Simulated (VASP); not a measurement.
# YLuN2 (P-6m2) in VASP: single point with PBE

Aim: the single point of YLuN2 with PBE.

Program: VASP 6.6.1. These are calculated values, not measurements. Logs are shortened: lines on timing, memory, paths and dates and some standing lists are left out, and cuts for length are marked.

## 1. The cell of the first run

The structure is hexagonal, space group P-6m2 (No. 187). Conventional cell: a = 5.509 Å, b = 5.509 Å, c = 5.661 Å, α = 90.00°, β = 90.00°, γ = 120.00°. Y (site symmetry -6m2) has 2 N at 2.24 Å within 3.0 Å. Lu (site symmetry -6m2) has 3 Y at 3.18 Å and 6 N at 3.89 Å within 4.2 Å. Within 1.6 Å of N (site symmetry 3m) lie 1 N at 1.18 Å.

## 2. Single point, PBE

Contents of INCAR:

```
SYSTEM = YLuN2
ALGO     = Normal         ! electronic algorithm
EDIFF    = 1E-7           ! SCF threshold, eV
ENCUT    = 520            ! plane-wave cutoff, eV
GGA      = PE             ! functional
ISIF     = 2              ! what is computed and relaxed
ISMEAR   = 0              ! smearing method
LASPH    = .True.         ! aspherical terms in the spheres
LCHARG   = .False.        ! write CHGCAR
LREAL    = .False.        ! projectors in reciprocal space
LWAVE    = .False.        ! write WAVECAR
NBANDS   = 31             ! bands
NELM     = 100            ! most SCF steps
PREC     = Accurate       ! precision mode
SIGMA    = 0.1            ! smearing width, eV
```

Contents of KPOINTS:

```
k-points
0
Gamma
  12 12 8
  0 0 0
```

Contents of POSCAR:

```
YLuN2
1.0
    5.5086333647      0.0000000000      0.0000000000
   -2.7543166824      4.7706164339      0.0000000000
    0.0000000000      0.0000000000      5.6610739497
Y Lu N
1 1 2
Direct
    0.0000000000      0.0000000000      0.5000000000
    0.3333333333      0.6666666667      0.5000000000
    0.0000000000      0.0000000000      0.1043027911
    0.0000000000      0.0000000000      0.8956972089
```

Potentials or basis: VASP PAW PBE potentials, release 64 (Y_sv, Lu, N).

On the command line:

```bash
cat potpaw_PBE.64/Y_sv/POTCAR potpaw_PBE.64/Lu/POTCAR potpaw_PBE.64/N/POTCAR > POTCAR
mpirun -np 1 vasp_std > vasp.out
```

OUTCAR:

```text
SYSTEM = YLuN2
   EDIFF = 1E-7
   ENCUT = 520
   GGA = PE
   ISIF = 2
   ISMEAR = 0
   LASPH = .True.
   LREAL = .False.
   NELM = 100
   PREC = Accurate

 ion  position               nearest neighbor table
   1  0.000  0.000  0.500-   3 2.24   4 2.24   2 3.18   2 3.18   2 3.18
   2  0.333  0.667  0.500-   1 3.18   1 3.18   1 3.18
   3  0.000  0.000  0.104-   4 1.18   1 2.24
   4  0.000  0.000  0.896-   3 1.18   1 2.24

  LATTYP: Found a hexagonal cell.
 ALAT       =     5.5086333647
 C/A-ratio  =     1.0276730316

  Lattice vectors:

 A1 = (   5.5086333647,   0.0000000000,   0.0000000000)
 A2 = (  -2.7543166824,   4.7706164339,   0.0000000000)
 A3 = (   0.0000000000,   0.0000000000,   5.6610739497)

Analysis of symmetry for initial positions (statically):
=====================================================================
 Subroutine PRICEL returns:
 Original cell was already a primitive cell.

 Routine SETGRP: Setting up the symmetry group for a
 hexagonal supercell.

 Subroutine GETGRP returns: Found 12 space group operations
 (whereof 12 operations were pure point group operations)
 out of a pool of 24 trial point group operations.

The static configuration has the point symmetry D_3h.

Analysis of symmetry for dynamics (positions and initial velocities):
=====================================================================
 Subroutine PRICEL returns:
 Original cell was already a primitive cell.

 Routine SETGRP: Setting up the symmetry group for a
 hexagonal supercell.

 Subroutine GETGRP returns: Found 12 space group operations
 (whereof 12 operations were pure point group operations)
 out of a pool of 24 trial point group operations.

The dynamic configuration has the point symmetry D_3h.

 Subroutine INISYM returns: Found 12 space group operations
 (whereof 12 operations are pure point group operations),
 and found     1 'primitive' translations

----------------------------------------------------------------------------------------

                                     Primitive cell

  volume of cell :     148.7706

  direct lattice vectors                    reciprocal lattice vectors
     5.508633365  0.000000000  0.000000000     0.181533229  0.104808258  0.000000000
    -2.754316682  4.770616434  0.000000000     0.000000000  0.209616517  0.000000000
     0.000000000  0.000000000  5.661073950     0.000000000  0.000000000  0.176644928

  length of vectors
     5.508633365  5.508633365  5.661073950     0.209616517  0.209616517  0.176644928

  position of ions in fractional coordinates (direct lattice)
     0.000000000  0.000000000  0.500000000
     0.333333333  0.666666667  0.500000000
     0.000000000  0.000000000  0.104302791
     0.000000000  0.000000000  0.895697209

  ion indices of the primitive-cell ions
   primitive index   ion index
                 1           1
                 2           2
                 3           3
                 4           4

----------------------------------------------------------------------------------------

 KPOINTS: k-points

Automatic generation of k-mesh.
 Grid dimensions read from file:
 generate k-points for:   12   12    8

 Generating k-lattice:

  Cartesian coordinates                     Fractional coordinates (reciprocal lattice)
     0.015127769  0.008734022  0.000000000     0.083333333 -0.000000000  0.000000000
     0.000000000  0.017468043  0.000000000     0.000000000  0.083333333  0.000000000
     0.000000000  0.000000000  0.022080616     0.000000000  0.000000000  0.125000000

  Length of vectors
     0.017468043  0.017468043  0.022080616

  Shift w.r.t. Gamma in fractional coordinates (k-lattice)
     0.000000000  0.000000000  0.000000000

 Subroutine IBZKPT returns following result:
 ===========================================

 Found     95 irreducible k-points:

 Following reciprocal coordinates:
            Coordinates               Weight
  0.000000  0.000000  0.000000      1.000000
  0.083333 -0.000000  0.000000      6.000000
  0.166667 -0.000000  0.000000      6.000000
  0.250000  0.000000  0.000000      6.000000
  0.333333 -0.000000  0.000000      6.000000
  0.416667 -0.000000  0.000000      6.000000
[... 16 lines left out ...]
  0.250000  0.000000  0.125000     12.000000
  0.333333 -0.000000  0.125000     12.000000
 [... further k-points ...]
   k-points           NKPTS =     95   k-points in BZ     NKDIM =     95   number of bands    NBANDS=     31
   number of dos      NEDOS =    301   number of ions     NIONS =      4
   total plane-waves  NPLWV =  74088
   dimension x,y,z NGX =    42 NGY =   42 NGZ =   42
   dimension x,y,z NGXF=    84 NGYF=   84 NGZF=   84
   ions per type =               1   1   2
   NGX,Y,Z   is equivalent  to a cutoff of  12.68, 12.68, 12.33 a.u.
   NGXF,Y,Z  is equivalent  to a cutoff of  25.35, 25.35, 24.67 a.u.
 SYSTEM =  YLuN2
   PREC   = accura    normal or accurate (medium, high low for compatibility)
   ISTART =      0    job   : 0-new  1-cont  2-samecut
   ICHARG =      2    charge: 1-file 2-atom 10-const
   ISPIN  =      1    spin polarized calculation?
   LNONCOLLINEAR =      F non collinear calculations
   LSORBIT =      F    spin-orbit coupling
   LASPH  =      T    aspherical Exc in radial PAW
   ENCUT  =  520.0 eV  38.22 Ry    6.18 a.u.  10.24 10.24 10.53*2*pi/ulx,y,z
   NELM   =    100;   NELMIN=  2; NELMDL= -5     # of ELM steps
   EDIFF  = 0.1E-06   stopping-criterion for ELM
   LREAL  =      F    real-space projection
   EDIFFG = 0.1E-05   stopping-criterion for IOM
   NSW    =      0    number of steps for IOM
   IBRION =     -1    ionic relax: 0-MD 1-quasi-New 2-CG
   NFREE  =      0    steps in history (QN), initial steepest desc. (CG)
   ISIF   =      2    stress and relaxation
   ISYM   =      2    0-nonsym 1-usesym 2-fastsym
   POTIM  = 0.5000    time-step for ionic-motion
   TEBEG  =    0.0;   TEEND  =   0.0 temperature during run
   PSTRESS=    0.0 pullay stress
   NELECT =      46.0000    total number of electrons
   NUPDOWN=      -1.0000    fix difference up-down
   EMIN   =  10.00;   EMAX   =-10.00  energy-range for DOS
   EFERMI =   0.00;   METHOD = LEGACY
   ISMEAR =     0;   SIGMA  =   0.10  broadening in eV -4-tet -1-fermi 0-gaus
   EFERMI_NEDOS =   21; number of points for ismear=-14 and -15
   IALGO  =     38    algorithm
   IMIX   =      4    mixing-type and parameters
     AMIX     =   0.40;   BMIX     =  1.00
     AMIX_MAG =   1.60;   BMIX_MAG =  1.00
  volume/ion in A,a.u.               =      37.19       250.99
  Fermi-wavevector in a.u.,A,eV,Ry     =   1.107019  2.091962 16.673816  1.225491
  Thomas-Fermi vector in A             =   2.243528
   LORBIT       =      0    0 simple, 1 ext, 2 COOP (PROOUT), +10 PAW based schemes
   GGA     = PE    functional components
   LHFCALC =     F    Hartree Fock is set to
   AEXX    =    0.0000 exact exchange contribution
   IVDW    =     0    specifies the selected vdW correction
   LEPSILON=     F    determine dielectric tensor
   LRPA    =     F    only Hartree local field effects (RPA)
 non-spin polarized calculation
 Gauss-broadening in eV      SIGMA  =   0.10
  energy-cutoff  :      520.00
  volume of cell :      148.77
 maximum number of plane-waves:      4029
 NGX is ok and might be reduce to    42
   NGX = 21   NGY = 21   NGZ = 21

 number of electron      46.0000006 magnetization

 Free energy of the ion-electron system (eV)
  ---------------------------------------------------
  ext. energy  EPLUGINS =         0.00000000
  ---------------------------------------------------
  free energy    TOTEN  =       -24.53870008 eV

  energy without entropy =      -24.50340498  energy(sigma->0) =      -24.52105253

 E-fermi :   0.2498     XC(G=0):  -6.9911

 val. band max:        0.2445622400   @ k =   0.5000   0.0000   0.0000
 cond. band min:       0.2502413815   @ k =   0.1667  -0.0000   0.2500
 fundamental gap:      0.0056791415
 Fermi energy:         0.2498326368

 k-point     1 :       0.0000    0.0000    0.0000
  band No.  band energies     occupation
      1     -57.4952      2.00000
      2     -42.0034      2.00000
      3     -28.3279      2.00000
      4     -28.0270      2.00000
      5     -28.0270      2.00000
      6     -22.1522      2.00000
[... 23 lines left out ...]
     30       2.2683      0.00000
     31       3.3395      0.00000

 k-point     2 :       0.0833   -0.0000    0.0000
  band No.  band energies     occupation
      1     -57.4952      2.00000
      2     -42.0034      2.00000
      3     -28.3278      2.00000
      4     -28.0271      2.00000
      5     -28.0266      2.00000
      6     -22.1522      2.00000
[... 23 lines left out ...]
     30       2.2916      0.00000
     31       3.4841      0.00000

 k-point     3 :       0.1667   -0.0000    0.0000
  band No.  band energies     occupation
      1     -57.4952      2.00000
      2     -42.0035      2.00000
      3     -28.3278      2.00000
      4     -28.0274      2.00000
      5     -28.0256      2.00000
      6     -22.1540      2.00000
[... 23 lines left out ...]
     30       2.3534      0.00000
     31       3.8063      0.00000

 k-point     4 :       0.2500    0.0000    0.0000
  band No.  band energies     occupation
      1     -57.4951      2.00000
      2     -42.0036      2.00000
      3     -28.3277      2.00000
      4     -28.0279      2.00000
      5     -28.0242      2.00000
      6     -22.1571      2.00000
[... 23 lines left out ...]
     30       2.4339      0.00000
     31       4.1609      0.00000

 k-point     5 :       0.3333   -0.0000    0.0000
  band No.  band energies     occupation
      1     -57.4951      2.00000
      2     -42.0037      2.00000
      3     -28.3276      2.00000
      4     -28.0284      2.00000
      5     -28.0228      2.00000
      6     -22.1602      2.00000
[... 23 lines left out ...]
     30       2.6417      0.00000
     31       4.4540      0.00000
[... 542 lines left out ...]
     30       2.2825      0.00000
     31       3.1874      0.00000

 k-point    22 :       0.1667   -0.0000    0.1250
  band No.  band energies     occupation
      1     -57.4952      2.00000
      2     -42.0035      2.00000
      3     -28.3278      2.00000
      4     -28.0274      2.00000
      5     -28.0256      2.00000
      6     -22.2803      2.00000
[... 23 lines left out ...]
     30       2.3706      0.00000
     31       3.4971      0.00000

 k-point    23 :       0.2500    0.0000    0.1250
  band No.  band energies     occupation
      1     -57.4951      2.00000
      2     -42.0036      2.00000
      3     -28.3277      2.00000
      4     -28.0279      2.00000
      5     -28.0242      2.00000
      6     -22.2803      2.00000
[... 23 lines left out ...]
     30       2.5310      0.00000
     31       3.8301      0.00000

 k-point    24 :       0.3333   -0.0000    0.1250
  band No.  band energies     occupation
      1     -57.4951      2.00000
      2     -42.0037      2.00000
      3     -28.3277      2.00000
      4     -28.0284      2.00000
      5     -28.0228      2.00000
      6     -22.2804      2.00000
[... 23 lines left out ...]
     30       2.8015      0.00000
     31       4.1130      0.00000

 [... further k-points ...]
[... 5 lines left out ...]
  --------------------------------------------------------------------------------------
  -------------------------------------------------------------------------------------
  Total       -0.0049559     -0.0049559      0.4708697      0.0000000      0.0000000      0.0000000
  in kB       -0.0533728     -0.0533728      5.0710062      0.0000000      0.0000000      0.0000000
  external PRESSURE =       1.6547535 kB  Pullay stress =       0.0000000 kB

 VOLUME and BASIS-vectors are now :
 -----------------------------------------------------------------------------
  energy-cutoff  :      520.00
  volume of cell :      148.77
      direct lattice vectors                 reciprocal lattice vectors
     5.508633365  0.000000000  0.000000000     0.181533229  0.104808258  0.000000000
    -2.754316682  4.770616434  0.000000000     0.000000000  0.209616517  0.000000000
     0.000000000  0.000000000  5.661073950     0.000000000  0.000000000  0.176644928

 POSITION                                       TOTAL-FORCE (eV/Angst)
 -----------------------------------------------------------------------------------
      0.00000      0.00000      2.83054         0.000000     -0.000000      0.000000
     -0.00000      3.18041      2.83054        -0.000000     -0.000000      0.000000
      0.00000      0.00000      0.59047         0.000000      0.000000      0.529058
      0.00000      0.00000      5.07061         0.000000     -0.000000     -0.529058
 -----------------------------------------------------------------------------------
    total drift:                                0.000001     -0.000000     -0.000000

  FREE ENERGIE OF THE ION-ELECTRON SYSTEM (eV)
  ---------------------------------------------------
  free  energy   TOTEN  =       -24.5387000838 eV

  energy  without entropy=      -24.5034049827  energy(sigma->0) =      -24.52105253
```

It took 21 min on 1 thread of Intel Xeon 8259CL, shared host; peak memory 0.62 GiB.

Results:

```yaml
Free_energy: -24.5387 eV
Pressure: 0.2 GPa
Largest_force: 0.529 eV/Å
Band_gap_on_the_k_mesh: zero (bands 23 and 24 overlap by 0.96 eV)
```

Forces on the atoms (eV/Å):
```
Y    0.000  0.000  0.000
Lu   0.000  0.000  0.000
N    0.000  0.000  0.529
N    0.000  0.000 -0.529
```

Stress tensor (GPa, compression positive):
```
-0.01  0.00  0.00
 0.00 -0.01  0.00
 0.00  0.00  0.51
```

Caveat: the standard files for N, O and F lose accuracy on very short bonds; spin-orbit coupling is left out, which moves the levels of the heavy elements.
